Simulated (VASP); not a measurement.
# BeSe (F-43m) in VASP: notebook

BeSe is run at these levels: PBEsol+D4, PBEsol; tasks: single point.

All numbers are computed with VASP 6.6.1; they aren't measurements. Logs are shortened: lines on timing, memory, paths and dates and some standing lists are left out, and cuts for length are marked.

## (1) The cell of the first run

The structure is cubic, space group F-43m (No. 216). Conventional cell: a = 5.162 Å, b = 5.162 Å, c = 5.162 Å, α = 90.00°, β = 90.00°, γ = 90.00°. Within 3.0 Å of Be (site symmetry -43m) lie 4 Se at 2.24 Å. Se (site symmetry -43m) has 4 Be at 2.24 Å within 3.0 Å.

## (2) Single point, PBEsol+D4

Contents of INCAR:

```
SYSTEM = BeSe
PREC     = Accurate       ! precision mode
ENCUT    = 600            ! plane-wave cutoff, eV
EDIFF    = 1E-6           ! SCF threshold, eV
ISMEAR   = 0              ! smearing method
SIGMA    = 0.01           ! smearing width, eV
LREAL    = .False.        ! projectors in reciprocal space
LASPH    = .True.         ! aspherical terms in the spheres
NELM     = 120            ! most SCF steps
ALGO     = Normal         ! electronic algorithm
ISIF     = 2              ! what is computed and relaxed
LWAVE    = .False.        ! write WAVECAR
LCHARG   = .True.         ! write CHGCAR
GGA      = PS             ! functional
IVDW     = 13             ! dispersion correction
LELF     = .True.         ! ELF
LVHAR    = .True.       
NBANDS   = 11             ! bands
GGA_COMPAT= .False.
```

Contents of KPOINTS:

```
Automatic mesh
0
Gamma
  6 6 6
  0 0 0
```

Contents of POSCAR:

```
BeSe
1.0
    0.0000000000      2.5810355899      2.5810355899
    2.5810355899      0.0000000000      2.5810355899
    2.5810355899      2.5810355899      0.0000000000
Be Se
1 1
Direct
    0.0000000000      0.0000000000      0.0000000000
    0.2500000000      0.2500000000      0.2500000000
```

Potentials or basis: VASP PAW PBE potentials, release 64 (Be, Se).

Launch:

```bash
$ cat potpaw_PBE.64/Be/POTCAR potpaw_PBE.64/Se/POTCAR > POTCAR
$ mpirun -np 1 vasp_std > vasp.out
```

OUTCAR:

```text
SYSTEM = BeSe
   PREC = Accurate
   ENCUT = 600
   EDIFF = 1E-6
   ISMEAR = 0
   LREAL = .False.
   LASPH = .True.
   NELM = 120
   ISIF = 2
   GGA = PS
   IVDW = 13

 ion  position               nearest neighbor table
   1  0.000  0.000  0.000-   2 2.24   2 2.24   2 2.24   2 2.24
   2  0.250  0.250  0.250-   1 2.24   1 2.24   1 2.24   1 2.24

  LATTYP: Found a face centered cubic cell.
 ALAT       =     5.1620711798

  Lattice vectors:

 A1 = (   0.0000000000,   2.5810355899,   2.5810355899)
 A2 = (   2.5810355899,   0.0000000000,   2.5810355899)
 A3 = (   2.5810355899,   2.5810355899,   0.0000000000)

Analysis of symmetry for initial positions (statically):
=====================================================================
 Subroutine PRICEL returns:
 Original cell was already a primitive cell.

 Routine SETGRP: Setting up the symmetry group for a
 face centered cubic supercell.

 Subroutine GETGRP returns: Found 24 space group operations
 (whereof 24 operations were pure point group operations)
 out of a pool of 48 trial point group operations.

The static configuration has the point symmetry T_d .

Analysis of symmetry for dynamics (positions and initial velocities):
=====================================================================
 Subroutine PRICEL returns:
 Original cell was already a primitive cell.

 Routine SETGRP: Setting up the symmetry group for a
 face centered cubic supercell.

 Subroutine GETGRP returns: Found 24 space group operations
 (whereof 24 operations were pure point group operations)
 out of a pool of 48 trial point group operations.

The dynamic configuration has the point symmetry T_d .

 Subroutine INISYM returns: Found 24 space group operations
 (whereof 24 operations are pure point group operations),
 and found     1 'primitive' translations

----------------------------------------------------------------------------------------

                                     Primitive cell

  volume of cell :      34.3884

  direct lattice vectors                    reciprocal lattice vectors
     0.000000000  2.581035590  2.581035590    -0.193720692  0.193720692  0.193720692
     2.581035590  0.000000000  2.581035590     0.193720692 -0.193720692  0.193720692
     2.581035590  2.581035590  0.000000000     0.193720692  0.193720692 -0.193720692

  length of vectors
     3.650135536  3.650135536  3.650135536     0.335534081  0.335534081  0.335534081

  position of ions in fractional coordinates (direct lattice)
[... 78 lines left out ...]
   POTIM  = 0.5000    time-step for ionic-motion
   TEBEG  =    0.0;   TEEND  =   0.0 temperature during run
   PSTRESS=    0.0 pullay stress
   NELECT =       8.0000    total number of electrons
   NUPDOWN=      -1.0000    fix difference up-down
   EMIN   =  10.00;   EMAX   =-10.00  energy-range for DOS
   EFERMI =   0.00;   METHOD = LEGACY
   ISMEAR =     0;   SIGMA  =   0.01  broadening in eV -4-tet -1-fermi 0-gaus
   EFERMI_NEDOS =   21; number of points for ismear=-14 and -15
   IALGO  =     38    algorithm
   IMIX   =      4    mixing-type and parameters
     AMIX     =   0.40;   BMIX     =  1.00
     AMIX_MAG =   1.60;   BMIX_MAG =  1.00
  volume/ion in A,a.u.               =      17.19       116.03
  Fermi-wavevector in a.u.,A,eV,Ry     =   1.006856  1.902683 13.793037  1.013760
  Thomas-Fermi vector in A             =   2.139625
   LORBIT       =      0    0 simple, 1 ext, 2 COOP (PROOUT), +10 PAW based schemes
   GGA     = PS    functional components
   LHFCALC =     F    Hartree Fock is set to
   AEXX    =    0.0000 exact exchange contribution
   IVDW    =    13    specifies the selected vdW correction
   LEPSILON=     F    determine dielectric tensor
   LRPA    =     F    only Hartree local field effects (RPA)
 non-spin polarized calculation
 Gauss-broadening in eV      SIGMA  =   0.01
  energy-cutoff  :      600.00
  volume of cell :       34.39
 maximum number of plane-waves:      1167
 NGX is ok and might be reduce to    30
   NGX = 15   NGY = 15   NGZ = 15

 number of electron       8.0000001 magnetization

 Free energy of the ion-electron system (eV)
  ---------------------------------------------------
  ext. energy  EPLUGINS =         0.00000000
  ---------------------------------------------------
  free energy    TOTEN  =        -9.44346057 eV

  energy without entropy =       -9.44346057  energy(sigma->0) =       -9.44346057

 E-fermi :   3.3212     XC(G=0):  -9.5448

 val. band max:        3.1872175012   @ k =   0.0000   0.0000   0.0000
 cond. band min:       5.6791515857   @ k =   0.5000   0.5000   0.0000
 fundamental gap:      2.4919340845
 Fermi energy:         3.3211520776

 k-point     1 :       0.0000    0.0000    0.0000
  band No.  band energies     occupation
      1     -10.5752      2.00000
      2       3.1872      2.00000
      3       3.1872      2.00000
      4       3.1872      2.00000
      5       7.3343      0.00000
      6       8.1637      0.00000
      7       8.1637      0.00000
      8       8.1637      0.00000
      9      15.0152      0.00000
     10      15.6431      0.00000
     11      15.6431      0.00000
[... 197 lines left out ...]
 k-point    16 :      -0.3333    0.5000    0.1667
  band No.  band energies     occupation
      1      -8.7683      2.00000
      2      -1.4729      2.00000
      3      -0.2228      2.00000
      4       0.0375      2.00000
      5       7.6644      0.00000
      6       9.0415      0.00000
      7      11.9803      0.00000
      8      12.7273      0.00000
      9      16.4429      0.00000
     10      16.7494      0.00000
     11      19.0927      0.00000

------------------------ aborting loop because EDIFF is reached ----------------------------------------

  DFT-D4 for vdW energy calculation

  Edisp (eV):   -0.30847

  FORCE on cell =-STRESS in cart. coord.  units (eV):
  Direction    XX          YY          ZZ          XY          YZ          ZX
  --------------------------------------------------------------------------------------
  -------------------------------------------------------------------------------------
  Total      -0.53440    -0.53440    -0.53440     0.00000     0.00000     0.00000
  in kB     -24.89824   -24.89824   -24.89824     0.00000     0.00000     0.00000
  external pressure =      -24.90 kB  Pullay stress =        0.00 kB

 VOLUME and BASIS-vectors are now :
 -----------------------------------------------------------------------------
  energy-cutoff  :      600.00
  volume of cell :       34.39
      direct lattice vectors                 reciprocal lattice vectors
     0.000000000  2.581035590  2.581035590    -0.193720692  0.193720692  0.193720692
     2.581035590  0.000000000  2.581035590     0.193720692 -0.193720692  0.193720692
     2.581035590  2.581035590  0.000000000     0.193720692  0.193720692 -0.193720692

 POSITION                                       TOTAL-FORCE (eV/Angst)
 -----------------------------------------------------------------------------------
      0.00000      0.00000      0.00000        -0.000000      0.000000      0.000000
      1.29052      1.29052      1.29052         0.000000     -0.000000     -0.000000
 -----------------------------------------------------------------------------------
    total drift:                                0.000000      0.000000      0.000000

  FREE ENERGIE OF THE ION-ELECTRON SYSTEM (eV)
  ---------------------------------------------------
  free  energy   TOTEN  =        -9.7519272796 eV

  energy  without entropy=       -9.7519272796  energy(sigma->0) =       -9.75192728
```

Wall time 12 s (1 thread of Intel Xeon Platinum 8375C at 2.90GHz (Ice Lake), shared host); peak memory 0.16 GiB.

What came out:

- Free energy: -9.7519 eV
- Pressure: -2.5 GPa
- Band gap on the k mesh: 2.49 eV (least direct gap 4.15 eV)
- Dispersion energy per atom: -0.154 eV

Caveat: the PAW data sets were made with another functional, which shifts forces and pressure a little. As with any semilocal functional, this PBEsol gap is likely too small.

## (3) Single point, PBEsol

Contents of INCAR:

```
PREC = Accurate
ENCUT = 600
EDIFF = 1E-6
ISMEAR = 0
SIGMA = 0.05
LREAL = False
LASPH = True
NELM = 120
ALGO = Normal
ISIF = 2
LWAVE = False
LCHARG = True
GGA = PS
LELF = True
LVHAR = True
NBANDS = 11
GGA_COMPAT = False
```

Contents of KPOINTS:

```
regular mesh
0
Gamma
  6 6 6
```

POSCAR is that of step 2.

Potentials or basis: VASP PAW PBE potentials, release 64 (Be, Se).

Launch:

```bash
$ cat potpaw_PBE.64/Be/POTCAR potpaw_PBE.64/Se/POTCAR > POTCAR
$ mpirun -np 1 vasp_std > vasp.out
```

Run time: 9.9 s. Hardware: 1 thread of Intel Xeon Platinum 8375C at 2.90GHz (Ice Lake), shared host; peak memory 0.16 GiB.

Results (log left out):

```
Free energy            : -9.4435 eV
Pressure               : -1.2 GPa
Band gap on the k mesh : 2.49 eV (least direct gap 4.15 eV)
```

Levels at points of the mesh, in eV from the valence-band top:
| k point | band 1 | band 2 | band 3 | band 4 | band 5 | band 6 | band 7 | band 8 | band 9 |
| --- | --- | --- | --- | --- | --- | --- | --- | --- | --- |
| (0.00, 0.00, 0.00) | -13.76 | 0.00 | 0.00 | 0.00 | 4.15 | 4.98 | 4.98 | 4.98 | 11.83 |
| (0.50, 0.00, 0.00) | -12.43 | -5.69 | -1.07 | -1.07 | 4.22 | 5.91 | 5.91 | 9.78 | 13.30 |
| (0.50, 0.50, 0.00) | -11.98 | -5.05 | -2.64 | -2.64 | 2.49 | 4.13 | 11.60 | 11.60 | 14.37 |

Caveat: the PAW data sets were made with another functional, which shifts forces and pressure a little.
